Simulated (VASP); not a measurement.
Write the native input for VASP 6.6.1 that does the following.

| Quantity | Value |
| --- | --- |
| Task | single point |
| Functional | PBE |
| Potentials or basis | VASP PAW PBE potentials, release 64 (Ga_d, O) |
| Cutoff | 520 eV |
| k mesh | 9 × 9 × 5 |
| Occupations | fermi-dirac, width 0.05 eV |
| Spin | no spin polarisation |
| Dipole correction | no |
| Further INCAR settings | ALGO = Normal; EDIFF = 1e-06; NBANDS = 55 |

The structure of Ga2O3 lies in POSCAR:

```
Ga2O3
1.0
    6.2273115934     -1.5414646309      0.0117326157
    6.2273115934      1.5414646309      0.0117326157
   -1.4024774833      0.0000000000      5.7066100333
Ga O
4 6
Direct
    0.3415012020      0.3415012020      0.6859176674
    0.6584987980      0.6584987980      0.3140823326
    0.9101180680      0.9101180680      0.2053273595
    0.0898819320      0.0898819320      0.7946726405
    0.5039714680      0.5039714680      0.7432886465
    0.4960285320      0.4960285320      0.2567113535
    0.8262888942      0.8262888942      0.4356103948
    0.1737111058      0.1737111058      0.5643896052
    0.8365261607      0.8365261607      0.8908877558
    0.1634738393      0.1634738393      0.1091122442
```

These files were run (other wordings do the same):

INCAR

```
PREC = Accurate
ENCUT = 520
EDIFF = 1E-6
ISMEAR = -1
SIGMA = 0.05
LREAL = F
LASPH = T
NELM = 60
ALGO = Normal
ISIF = 2
LWAVE = F
LCHARG = F
GGA = PE
NBANDS = 55
```

KPOINTS

```
Automatic mesh
0
Gamma
  9 9 5
```

Potentials or basis: VASP PAW PBE potentials, release 64 (Ga_d, O).

Run with:

```bash
$ cat potpaw_PBE.64/Ga_d/POTCAR potpaw_PBE.64/O/POTCAR > POTCAR
$ mpirun -np 1 vasp_std > vasp.out
```

Results of the run:

The pressure is 0.6 GPa and the largest force is 0.025 eV/Å. The band gap on the k mesh is 2.00 eV (least direct gap 2.02 eV).

Caveat: an odd mesh through Γ misses points on the zone boundary, where band edges can lie.

Run time: 13 min on 1 thread of AMD EPYC 9R45 96-Core Processor (Zen 5), on a shared host, peak memory 0.62 GiB.
